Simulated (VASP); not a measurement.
Write the native input for VASP 6.6.1 that does the following.

```
Task                   : relaxation of the atoms
Functional             : PBEsol
Potentials or basis    : VASP PAW PBE potentials, release 64 (Be, Li_sv)
Cutoff                 : 520 eV
k mesh                 : 5 × 6 × 4
Occupations            : gaussian, width 0.1 eV
Spin                   : no spin polarisation
Dipole correction      : no
Further INCAR settings : LREAL = Auto; ALGO = Normal; EDIFF = 1e-06; IBRION = 2; EDIFFG = -0.03; NSW = 80
```

The structure of LiBe16 (a cell with a defect) lies in POSCAR:

```
LiBe16
1.0
   -2.2900000000     -3.9663960000      0.0000000000
    3.4350000000     -1.9831980000      0.0000000000
    0.0000000000      0.0000000000      7.1768600000
Be Li
16 1
Direct
    0.7500000000      0.5000000000      0.0000000000
    0.5000000000      0.3333333000      0.2500000000
    0.7500000000      0.5000000000      0.5000000000
    0.5000000000      0.3333333000      0.7500000000
    0.5000000000      0.0000000000      0.0000000000
    0.2500000000      0.8333333000      0.2500000000
    0.5000000000      0.0000000000      0.5000000000
    0.2500000000      0.8333333000      0.7500000000
    0.2500000000      0.5000000000      0.0000000000
    0.0000000000      0.3333333000      0.2500000000
    0.2500000000      0.5000000000      0.5000000000
    0.0000000000      0.3333333000      0.7500000000
    0.0000000000      0.0000000000      0.0000000000
    0.7500000000      0.8333333000      0.2500000000
    0.0000000000      0.0000000000      0.5000000000
    0.7500000000      0.8333333000      0.7500000000
   -0.0164307000      0.6777189000      0.3677177000
```

One way to write it, as run:

INCAR

```
SYSTEM = LiBe16
PREC = Accurate
ENCUT = 520
EDIFF = 1E-6
ISMEAR = 0
SIGMA = 0.1
LREAL = Auto
LASPH = .True.
NELM = 100
ALGO = Normal
ISIF = 2
LWAVE = .False.
LCHARG = .False.
GGA = PS
IBRION = 2
NSW = 80
EDIFFG = -0.03
```

KPOINTS

```
regular mesh
0
Gamma
  5 6 4
  0 0 0
```

Potentials or basis: VASP PAW PBE potentials, release 64 (Be, Li_sv).

Command:

```bash
$ cat potpaw_PBE.64/Be/POTCAR potpaw_PBE.64/Li_sv/POTCAR > POTCAR
$ mpirun -np 1 vasp_std > vasp.out
```

It gave:

```yaml
Energy_gained_by_relaxing: 272.2 meV/atom
Ionic_steps: 70
Largest_force_after_relaxing: 0.029 eV/Å
```

Caveat: the PAW data sets were made with another functional, which shifts forces and pressure a little.

Run time: 91 min on 1 thread of AMD EPYC 9R45 96-Core Processor (Zen 5) (shared host), peak memory 0.29 GiB.
